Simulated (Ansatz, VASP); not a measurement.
One calculation of BP, two programs

```
B P
1.0
     2.26826    2.26826    0.00000
    -2.26826    2.26826    0.00000
     0.00000    2.26826    2.26826
B P
1 1
Cartesian
  0.0000 0.0000 0.0000
  1.1341 3.4024 1.1341
```

Change from the starting cell: unstrained.

Alike in both runs: task single point; functional r2SCAN; k mesh 8 × 8 × 8; no spin polarisation.

|  | VASP | Ansatz |
| --- | --- | --- |
| version | VASP 6.6.1 | Ansatz 0.2.0 |
| potentials or method | VASP PAW PBE potentials, release 64 (B, P) | PAW with Ansatz's default frozen-core files, scalar-relativistic |
| plane-wave cutoff (eV) | 520 | 500 |
| occupations | gaussian, width 0.01 eV | fixed |
| valence electrons in the cell | 8 | 8 |

|  | VASP | Ansatz | Ansatz less VASP |
| --- | --- | --- | --- |
| gap on the k mesh at the Fermi level (eV) | 1.48 | 1.45 | -0.030 |
| pressure (GPa) | -0.5 | 0.0 | +0.51 |

VASP's potentials were made for PBE, not for r2SCAN.
